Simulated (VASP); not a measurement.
# SiC (Moissanite) (P6_3mc) in VASP: settings compared

The runs below take SiC (Moissanite) through single point, with PBE-based screened hybrid, revPBE.

Everything below comes from runs of VASP 6.6.1. Logs are shortened: lines on timing, memory, paths and dates and some standing lists are left out, and cuts for length are marked.

### Step 1. The cell of the first run

It takes space group P6_3mc (No. 186, hexagonal). Conventional cell: a = 3.076 Å, b = 3.076 Å, c = 5.048 Å, α = 90.00°, β = 90.00°, γ = 120.00°. Si (site symmetry 3m) has 4 C at 1.87 to 1.94 Å within 2.5 Å. C (site symmetry 3m) has 4 Si at 1.87 to 1.94 Å within 2.5 Å.

### Step 2. Single point, PBE-based screened hybrid

POSCAR

```
SiC
1.0
    3.0760000000      0.0000000000      0.0000000000
   -1.5380000000      2.6638941420      0.0000000000
    0.0000000000      0.0000000000      5.0480000000
Si C
2 2
Direct
    0.6666666667      0.3333333333      0.5000000000
    0.3333333333      0.6666666667      0.0000000000
    0.6666666667      0.3333333333      0.8850000000
    0.3333333333      0.6666666667      0.3850000000
```

INCAR.step1

```
  ALGO = Normal
  EDIFF = 1E-5
  ENCUT = 520
  GGA = PE
  ISIF = 2
  ISMEAR = -1
  LASPH = T
  LREAL = F
  LWAVE = T
  NBANDS = 16
  NELM = 60
  PREC = Accurate
  SIGMA = 0.05
```

INCAR.step2

```
  AEXX = 0.25
  ALGO = Normal
  EDIFF = 1E-7
  ENCUT = 520
  GGA = PE
  HFSCREEN = 0.6
  ISIF = 2
  ISMEAR = -1
  ISTART = 1
  LASPH = T
  LCHARG = T
  LELF = T
  LHFCALC = T
  LREAL = F
  LVHAR = T
  LWAVE = F
  NBANDS = 16
  NELM = 60
  PREC = Accurate
  PRECFOCK = Normal
  SIGMA = 0.05
```

KPOINTS

```
k-points
0
Gamma
  5 5 3
```

Potentials or basis: VASP PAW PBE potentials, release 64 (Si, C).

On the command line:

```console
cat potpaw_PBE.64/Si/POTCAR potpaw_PBE.64/C/POTCAR > POTCAR
cp INCAR.step1 INCAR
mpirun -np 1 vasp_std > vasp.out
cp INCAR.step2 INCAR
mpirun -np 1 vasp_std > vasp.out
```

OUTCAR:

```text
AEXX = 0.25
   EDIFF = 1E-7
   ENCUT = 520
   GGA = PE
   HFSCREEN = 0.6
   ISIF = 2
   ISMEAR = -1
   ISTART = 1
   LASPH = T
   LHFCALC = T
   LREAL = F
   NELM = 60
   PREC = Accurate
   PRECFOCK = Normal

 ion  position               nearest neighbor table
   1  0.667  0.333  0.500-   4 1.87   4 1.87   4 1.87   3 1.94   2 3.09   2 3.09   2 3.09   2 3.09
                             2 3.09   2 3.09
   2  0.333  0.667  0.000-   3 1.87   3 1.87   3 1.87   4 1.94   1 3.09   1 3.09   1 3.09   1 3.09
                             1 3.09   1 3.09
   3  0.667  0.333  0.885-   2 1.87   2 1.87   2 1.87   1 1.94
   4  0.333  0.667  0.385-   1 1.87   1 1.87   1 1.87   2 1.94

  LATTYP: Found a hexagonal cell.
 ALAT       =     3.0760000000
 C/A-ratio  =     1.6410923277

  Lattice vectors:

 A1 = (   3.0760000000,   0.0000000000,   0.0000000000)
 A2 = (  -1.5380000000,   2.6638941420,   0.0000000000)
 A3 = (   0.0000000000,   0.0000000000,   5.0480000000)

Analysis of symmetry for initial positions (statically):
=====================================================================
 Subroutine PRICEL returns:
 Original cell was already a primitive cell.

 Routine SETGRP: Setting up the symmetry group for a
 hexagonal supercell.

 Subroutine GETGRP returns: Found 12 space group operations
 (whereof  6 operations were pure point group operations)
 out of a pool of 24 trial point group operations.

The static configuration has the point symmetry C_3v.
 The point group associated with its full space group is C_6v.

Analysis of symmetry for dynamics (positions and initial velocities):
=====================================================================
 Subroutine PRICEL returns:
 Original cell was already a primitive cell.

 Routine SETGRP: Setting up the symmetry group for a
 hexagonal supercell.

 Subroutine GETGRP returns: Found 12 space group operations
 (whereof  6 operations were pure point group operations)
 out of a pool of 24 trial point group operations.

The dynamic configuration has the point symmetry C_3v.
 The point group associated with its full space group is C_6v.

 Subroutine INISYM returns: Found 12 space group operations
 (whereof  6 operations are pure point group operations),
 and found     1 'primitive' translations

----------------------------------------------------------------------------------------

                                     Primitive cell

  volume of cell :      41.3640

  direct lattice vectors                    reciprocal lattice vectors
     3.076000000  0.000000000  0.000000000     0.325097529  0.187695146  0.000000000
    -1.538000000  2.663894142  0.000000000     0.000000000  0.375390292  0.000000000
     0.000000000  0.000000000  5.048000000     0.000000000  0.000000000  0.198098257

  length of vectors
     3.076000000  3.076000000  5.048000000     0.375390292  0.375390292  0.198098257

  position of ions in fractional coordinates (direct lattice)
     0.666666667  0.333333333  0.500000000
     0.333333333  0.666666667  0.000000000
     0.666666667  0.333333333  0.885000000
     0.333333333  0.666666667  0.385000000

  ion indices of the primitive-cell ions
   primitive index   ion index
                 1           1
                 2           2
                 3           3
                 4           4

----------------------------------------------------------------------------------------

 KPOINTS: k-points

Automatic generation of k-mesh.
 Grid dimensions read from file:
 generate k-points for:    5    5    3

 Generating k-lattice:

  Cartesian coordinates                     Fractional coordinates (reciprocal lattice)
     0.065019506  0.037539029  0.000000000     0.200000000  0.000000000  0.000000000
     0.000000000  0.075078058  0.000000000     0.000000000  0.200000000  0.000000000
     0.000000000  0.000000000  0.066032752     0.000000000  0.000000000  0.333333333

  Length of vectors
     0.075078058  0.075078058  0.066032752

  Shift w.r.t. Gamma in fractional coordinates (k-lattice)
     0.000000000  0.000000000  0.000000000

 Subroutine IBZKPT returns following result:
 ===========================================

 Found     10 irreducible k-points:

 Following reciprocal coordinates:
            Coordinates               Weight
  0.000000  0.000000  0.000000      1.000000
  0.200000 -0.000000  0.000000      6.000000
  0.400000 -0.000000  0.000000      6.000000
  0.200000  0.200000  0.000000      6.000000
  0.400000  0.200000  0.000000      6.000000
  0.000000  0.000000  0.333333      2.000000
  0.200000 -0.000000  0.333333     12.000000
  0.400000 -0.000000  0.333333     12.000000
  0.200000  0.200000  0.333333     12.000000
  0.400000  0.200000  0.333333     12.000000
   k-points           NKPTS =     10   k-points in BZ     NKDIM =     75   number of bands    NBANDS=     16
   number of dos      NEDOS =    301   number of ions     NIONS =      4
   total plane-waves  NPLWV =  23040
   dimension x,y,z NGX =    24 NGY =   24 NGZ =   40
   dimension x,y,z NGXF=    48 NGYF=   48 NGZF=   80
   ions per type =               2   2
   NGX,Y,Z   is equivalent  to a cutoff of  12.97, 12.97, 13.17 a.u.
   NGXF,Y,Z  is equivalent  to a cutoff of  25.94, 25.94, 26.35 a.u.
 SYSTEM =  unknown system
   PREC   = accura    normal or accurate (medium, high low for compatibility)
   ISTART =      1    job   : 0-new  1-cont  2-samecut
   ICHARG =      0    charge: 1-file 2-atom 10-const
   ISPIN  =      1    spin polarized calculation?
   LNONCOLLINEAR =      F non collinear calculations
   LSORBIT =      F    spin-orbit coupling
   LASPH  =      T    aspherical Exc in radial PAW
   ENCUT  =  520.0 eV  38.22 Ry    6.18 a.u.   5.72  5.72  9.39*2*pi/ulx,y,z
   NELM   =     60;   NELMIN=  2; NELMDL=  0     # of ELM steps
   EDIFF  = 0.1E-06   stopping-criterion for ELM
   LREAL  =      F    real-space projection
   EDIFFG = 0.1E-05   stopping-criterion for IOM
   NSW    =      0    number of steps for IOM
   IBRION =     -1    ionic relax: 0-MD 1-quasi-New 2-CG
   NFREE  =      0    steps in history (QN), initial steepest desc. (CG)
   ISIF   =      2    stress and relaxation
   ISYM   =      3    0-nonsym 1-usesym 2-fastsym
   POTIM  = 0.5000    time-step for ionic-motion
   TEBEG  =    0.0;   TEEND  =   0.0 temperature during run
   PSTRESS=    0.0 pullay stress
   NELECT =      16.0000    total number of electrons
   NUPDOWN=      -1.0000    fix difference up-down
   EMIN   =  10.00;   EMAX   =-10.00  energy-range for DOS
   EFERMI =   0.00;   METHOD = LEGACY
   ISMEAR =    -1;   SIGMA  =   0.05  broadening in eV -4-tet -1-fermi 0-gaus
   EFERMI_NEDOS =   21; number of points for ismear=-14 and -15
   IALGO  =     38    algorithm
   IMIX   =      1    mixing-type and parameters
     AMIX     =   0.40;   BMIX     =  1.00
     AMIX_MAG =   1.60;   BMIX_MAG =  1.00
  volume/ion in A,a.u.               =      10.34        69.78
  Fermi-wavevector in a.u.,A,eV,Ry     =   1.192817  2.254098 19.358549  1.422813
  Thomas-Fermi vector in A             =   2.328847
   LORBIT       =      0    0 simple, 1 ext, 2 COOP (PROOUT), +10 PAW based schemes
   GGA     = PE    functional components
   LHFCALC =     T    Hartree Fock is set to
   PRECFOCK=normal    Normal, Fast or Accurate (Low or Medium for compatibility)
   ENCUT4O =  -1.0   cutoff for four orbital integrals eV
   NKREDX  =     1    reduce k-point grid by
   NKREDY  =     1    reduce k-point grid by
   NKREDZ  =     1    reduce k-point grid by
   AEXX    =    0.2500 exact exchange contribution
   HFSCREEN=    0.6000 screening length (either q_TF or 0.3 A-1)
   HFSCREENC=   0.6000 screening length for correlation (either q_TF or 0.3 A-1)
   ENCUTFOCK=  -1.0 apply spherical cutoff to Coloumb kernel
   IVDW    =     0    specifies the selected vdW correction
   LEPSILON=     F    determine dielectric tensor
   LRPA    =     F    only Hartree local field effects (RPA)
 non-spin polarized calculation
  energy-cutoff  :      520.00
  volume of cell :       41.36
 maximum number of plane-waves:      1118
 NGX is ok and might be reduce to    24
  NGX = 18; NGY = 18; NGZ = 30

 number of electron      16.0000000 magnetization

 Free energy of the ion-electron system (eV)
  ---------------------------------------------------
  ext. energy  EPLUGINS =         0.00000000
  ---------------------------------------------------
  free energy    TOTEN  =       -32.09215029 eV

  energy without entropy =      -32.09215029  energy(sigma->0) =      -32.09215029

 E-fermi :   9.2465     XC(G=0):  -9.9068

 val. band max:        8.2065839565   @ k =   0.0000   0.0000   0.0000
 cond. band min:      11.3542346054   @ k =   0.4000  -0.0000   0.0000
 fundamental gap:      3.1476506489
 Fermi energy:         9.2464619865

 k-point     1 :       0.0000    0.0000    0.0000
  band No.  band energies     occupation
      1      -8.6014      2.00000
      2      -4.9285      2.00000
      3      -0.9334      2.00000
      4       6.5315      2.00000
      5       6.5315      2.00000
      6       7.9018      2.00000
[... 8 lines left out ...]
     15      17.5027      0.00000
     16      20.3388      0.00000

 k-point     2 :       0.2000   -0.0000    0.0000
  band No.  band energies     occupation
      1      -7.8690      2.00000
      2      -4.3209      2.00000
      3      -0.2792      2.00000
      4       3.5945      2.00000
      5       5.6025      2.00000
      6       5.6782      2.00000
[... 8 lines left out ...]
     15      18.2462      0.00000
     16      18.8230      0.00000

 k-point     3 :       0.4000   -0.0000    0.0000
  band No.  band energies     occupation
      1      -5.8776      2.00000
      2      -3.2767      2.00000
      3      -0.1754      2.00000
      4       1.8297      2.00000
      5       2.2518      2.00000
      6       4.5868      2.00000
[... 8 lines left out ...]
     15      19.8107      0.00000
     16      20.8126      0.00000

 k-point     4 :       0.2000    0.2000    0.0000
  band No.  band energies     occupation
      1      -6.4798      2.00000
      2      -3.3751      2.00000
      3       0.5321      2.00000
      4       1.9666      2.00000
      5       2.7422      2.00000
      6       4.1328      2.00000
[... 8 lines left out ...]
     15      19.6261      0.00000
     16      19.7519      0.00000

 k-point     5 :       0.4000    0.2000    0.0000
  band No.  band energies     occupation
      1      -4.6147      2.00000
      2      -3.4708      2.00000
      3       0.2749      2.00000
      4       1.5224      2.00000
      5       2.1215      2.00000
      6       3.2024      2.00000
[... 8 lines left out ...]
     15      19.8263      0.00000
     16      20.8197      0.00000

 k-point     6 :       0.0000    0.0000    0.3333
  band No.  band energies     occupation
      1      -8.0303      2.00000
      2      -6.4302      2.00000
      3       1.4983      2.00000
      4       5.5842      2.00000
      5       6.8354      2.00000
      6       6.8354      2.00000
[... 8 lines left out ...]
     15      16.6091      0.00000
     16      19.0762      0.00000

 k-point     7 :       0.2000   -0.0000    0.3333
  band No.  band energies     occupation
      1      -7.3082      2.00000
      2      -5.7483      2.00000
      3       1.8449      2.00000
      4       4.1977      2.00000
      5       4.5337      2.00000
      6       5.9794      2.00000
[... 8 lines left out ...]
     15      18.3111      0.00000
     16      19.2680      0.00000

 k-point     8 :       0.4000   -0.0000    0.3333
  band No.  band energies     occupation
      1      -5.3748      2.00000
      2      -4.0977      2.00000
      3      -0.3102      2.00000
      4       0.9037      2.00000
      5       4.0713      2.00000
      6       5.0056      2.00000
[... 8 lines left out ...]
     15      20.7724      0.00000
     16      21.0033      0.00000

 k-point     9 :       0.2000    0.2000    0.3333
  band No.  band energies     occupation
      1      -5.9504      2.00000
      2      -4.5274      2.00000
      3       0.9665      2.00000
      4       2.2257      2.00000
      5       3.7983      2.00000
      6       3.9070      2.00000
[... 8 lines left out ...]
     15      18.2382      0.00000
     16      20.0536      0.00000

 k-point    10 :       0.4000    0.2000    0.3333
  band No.  band energies     occupation
      1      -4.2255      2.00000
      2      -3.5621      2.00000
      3      -0.4584      2.00000
      4       0.2360      2.00000
      5       2.4971      2.00000
      6       3.7785      2.00000
[... 8 lines left out ...]
     15      20.8608      0.00000
     16      21.5639      0.00000

------------------------ aborting loop because EDIFF is reached ----------------------------------------

  FORCE on cell =-STRESS in cart. coord.  units (eV):
  Direction    XX          YY          ZZ          XY          YZ          ZX
  --------------------------------------------------------------------------------------
  -------------------------------------------------------------------------------------
  Total        0.5298901      0.5298901     -0.7411828      0.0000000      0.0000000      0.0000000
  in kB       20.5245566     20.5245566    -28.7086848      0.0000000      0.0000000      0.0000000
  external PRESSURE =       4.1134762 kB  Pullay stress =       0.0000000 kB

 VOLUME and BASIS-vectors are now :
 -----------------------------------------------------------------------------
  energy-cutoff  :      520.00
  volume of cell :       41.36
      direct lattice vectors                 reciprocal lattice vectors
     3.076000000  0.000000000  0.000000000     0.325097529  0.187695146  0.000000000
    -1.538000000  2.663894142  0.000000000     0.000000000  0.375390292  0.000000000
     0.000000000  0.000000000  5.048000000     0.000000000  0.000000000  0.198098257

 POSITION                                       TOTAL-FORCE (eV/Angst)
 -----------------------------------------------------------------------------------
      1.53800      0.88796      2.52400        -0.000000      0.000000      0.748989
     -0.00000      1.77593      0.00000         0.000000      0.000000      0.748989
      1.53800      0.88796      4.46748         0.000000     -0.000000     -0.748989
     -0.00000      1.77593      1.94348        -0.000000      0.000000     -0.748989
 -----------------------------------------------------------------------------------
    total drift:                                0.000000      0.000000     -0.000145

  FREE ENERGIE OF THE ION-ELECTRON SYSTEM (eV)
  ---------------------------------------------------
  free  energy   TOTEN  =       -32.0921502948 eV

  energy  without entropy=      -32.0921502947  energy(sigma->0) =      -32.09215029
```

Wall time 5.9 min (1 thread of AMD EPYC 7R43 (Zen 3), shared host); peak memory 0.22 GiB.

What came out:

```
Free energy            : -32.0922 eV
Pressure               : 0.4 GPa
Largest force          : 0.749 eV/Å
Band gap on the k mesh : 3.15 eV, indirect (least direct gap 4.63 eV)
```

Forces on the atoms (eV/Å):
```
Si   0.000  0.000  0.749
Si   0.000  0.000  0.749
C    0.000  0.000 -0.749
C    0.000  0.000 -0.749
```

Caveat: the k points lie up to 0.47 Å⁻¹ apart; the PAW data sets were made with another functional, which shifts forces and pressure a little. A k mesh can miss the band edges.

### Step 3. Single point, revPBE

This run uses another cell than the first one, of 10.75 Å³/atom, 1.040 times its volume.

INCAR

```
ALGO = Normal
EDIFF = 1E-6
ENCUT = 520
GGA = RE
ISIF = 2
ISMEAR = -1
LASPH = True
LCHARG = False
LREAL = False
LWAVE = False
NBANDS = 16
NELM = 100
PREC = Accurate
SIGMA = 0.05
```

KPOINTS

```
k-points
0
Gamma
  10 10 5
```

POSCAR

```
SiC
1.0
    3.1164783262      0.0000000000      0.0000000000
   -1.5582391631      2.6989494007      0.0000000000
    0.0000000000      0.0000000000      5.1144286705
Si C
2 2
Direct
    0.6666666667      0.3333333333      0.5000000000
    0.3333333333      0.6666666667      0.0000000000
    0.6666666667      0.3333333333      0.8850000000
    0.3333333333      0.6666666667      0.3850000000
```

Potentials or basis: VASP PAW PBE potentials, release 64 (Si, C).

On the command line:

```console
cat potpaw_PBE.64/Si/POTCAR potpaw_PBE.64/C/POTCAR > POTCAR
mpirun -np 1 vasp_std > vasp.out
```

It took 27 s on 1 thread of AMD EPYC 9R45 (Zen 5), shared host; peak memory 0.13 GiB.

It converged, with:

```
Free energy            : -28.8517 eV
Pressure               : -2.6 GPa
Largest force          : 0.698 eV/Å
Band gap on the k mesh : 2.55 eV, indirect (least direct gap 4.02 eV)
```

Forces on the atoms (eV/Å):
```
Si   0.000  0.000  0.698
Si   0.000  0.000  0.698
C    0.000  0.000 -0.698
C    0.000  0.000 -0.698
```

Stress tensor (GPa, compression positive):
```
-1.43  0.00  0.00
 0.00 -1.43  0.00
 0.00  0.00 -5.01
```

Levels at points of the mesh, in eV from the valence-band top:
```tsv
k point	band 6	band 7	band 8	band 9	band 10	band 11
(0.00, 0.00, 0.00)	-0.28	-0.28	0.00	4.31	5.63	6.31
(0.50, 0.00, 0.00)	-3.46	-3.14	-1.47	2.55	4.16	6.48
```

Caveat: the PAW data sets were made with another functional, which shifts forces and pressure a little. A k mesh can miss the band edges.

[end of part 1 of 2]
